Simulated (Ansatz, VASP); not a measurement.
# One calculation of SiC, two programs

Contents of POSCAR:

```
SiC
1.0
    3.0751950076      0.0000000000      0.0000000000
   -1.5375975038      2.6631969982      0.0000000000
    0.0000000000      0.0000000000      5.0481668526
Si C
2 2
Direct
    0.3333333333      0.6666666667      0.0046028828
    0.6666666667      0.3333333333      0.5046028828
    0.2970639238      0.6401156161      0.4002062881
    0.6666666667      0.3333333333      0.8803971172
```

The input INCAR.step1:

```
PREC = Accurate
ENCUT = 520
ISMEAR = 0
SIGMA = 0.05
LREAL = False
LASPH = True
NELM = 100
NBANDS = 16
GGA = PE
ALGO = Normal
EDIFF = 1E-4
LWAVE = True
LCHARG = False
```

File INCAR.step2:

```
PREC = Accurate
ENCUT = 520
EDIFF = 1E-6
ISMEAR = 0
SIGMA = 0.05
LREAL = False
LASPH = True
NELM = 100
ALGO = Normal
ISIF = 2
LWAVE = False
LCHARG = True
METAGGA = R2SCAN
LMIXTAU = True
LELF = True
LVHAR = True
NBANDS = 16
ISTART = 1
```

KPOINTS

```
Automatic mesh
0
Gamma
  12 12 6
```

Input for Ansatz:

```yaml
crystal:
  lattice:
    - [3.0751950076, 0.0, 0.0]
    - [-1.5375975038, 2.6631969982, 0.0]
    - [0.0, 0.0, 5.0481668526]
  atoms:
    - { symbol: Si, position: [0.3333333333, 0.6666666667, 0.0046028828] }
    - { symbol: Si, position: [0.6666666667, 0.3333333333, 0.5046028828] }
    - { symbol: C, position: [0.2970639238, 0.6401156161, 0.4002062881] }
    - { symbol: C, position: [0.6666666667, 0.3333333333, 0.8803971172] }
basis:
  ecutwfc: 500
kpoints:
  mp_grid: { grid: [12, 12, 6] }
hamiltonian:
  xc: r2scan
scf:
  occupations: { method: gaussian, width: 0.05 }
output:
  forces: true
  stress: true
  eigenvalues: true
```

Alike in both runs: task single point; functional r2SCAN; k mesh 12 × 12 × 6; occupations gaussian, width 0.05 eV; no spin polarisation.

|  | VASP | Ansatz |
| --- | --- | --- |
| version | VASP 6.6.1 | Ansatz 0.2.0 |
| potentials or method | VASP PAW PBE potentials, release 64 (Si, C), cutoff 520 eV | scalar-relativistic, plane waves, PAW |
| valence electrons in the cell | 16 | 16 |

VASP gave:

- gap on the k mesh at the Fermi level (eV): 2.63
- least direct gap on the mesh (eV): 4.49
- pressure (GPa): 1.4
- traceless stress, the component that is largest in VASP (GPa): 5.08
- rms of the force components (eV/Å): 1.307

Q: What did Ansatz give for the same quantities?

A: gap on the k mesh at the Fermi level (eV): 2.62; least direct gap on the mesh (eV): 4.48; pressure (GPa): 1.6; traceless stress, the component that is largest in VASP (GPa): 5.12; rms of the force components (eV/Å): 1.309.

VASP's potentials were made for PBE, not for r2SCAN. Atom by atom the forces differ by 0.004 eV/Å (rms over components). The functional is the same, so the differences come from potentials, cutoffs and numerics.
